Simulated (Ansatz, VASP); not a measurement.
**NbAs: VASP beside Ansatz**

File INCAR:

```
ALGO = Normal
EDIFF = 1E-7
ENCUT = 520
GGA = PS
ISIF = 2
ISMEAR = 0
LASPH = T
LCHARG = F
LREAL = F
LWAVE = F
NBANDS = 16
NELM = 60
PREC = Accurate
SIGMA = 0.05
```

Contents of KPOINTS:

```
k-points
0
Gamma
  12 12 12
```

The input POSCAR:

```
NbAs
1.0
    0.0000000000      2.6377696511      2.6377696511
    2.6377696511      0.0000000000      2.6377696511
    2.6377696511      2.6377696511      0.0000000000
Nb As
1 1
Direct
    0.5000000000      0.5000000000      0.5000000000
    0.0000000000      0.0000000000      0.0000000000
```

Input for Ansatz:

```yaml
crystal:
  lattice:
    - [0.0, 2.6377696511, 2.6377696511]
    - [2.6377696511, 0.0, 2.6377696511]
    - [2.6377696511, 2.6377696511, 0.0]
  atoms:
    - { symbol: Nb, position: [0.5, 0.5, 0.5] }
    - { symbol: As, position: [0.0, 0.0, 0.0] }
basis:
  ecutwfc: 420
  ecutrho_ratio: 4
kpoints:
  mp_grid: { grid: [12, 12, 12] }
hamiltonian:
  xc: pbesol
scf:
  occupations: { method: gaussian, width: 0.05 }
output:
  forces: true
  stress: true
  eigenvalues: true
  populations: true
```

Alike in both runs: task single point; functional PBEsol; k mesh 12 × 12 × 12; occupations gaussian, width 0.05 eV; no spin polarisation.

|  | VASP | Ansatz |
| --- | --- | --- |
| version | VASP 6.6.1 | Ansatz 0.2.0 |
| potentials or method | VASP PAW PBE potentials, release 64 (Nb_sv, As), cutoff 520 eV | scalar-relativistic, plane waves, PAW |
| valence electrons in the cell | 18 | 28 |

VASP gave:

| Property | Result |
| --- | --- |
| gap on the k mesh at the Fermi level (eV) | none |
| pressure (GPa) | -5.2 |

**Question.** Which values does Ansatz return?

**Answer.** gap on the k mesh at the Fermi level (eV): none; pressure (GPa): -5.3.

VASP's potentials were made for PBE, not for PBEsol. A gap of «none» marks a metal or a gap that the smearing closes. VASP's potentials hold 18 valence electrons a cell and Ansatz's 28, so a difference there can come from the potentials and not from the codes.
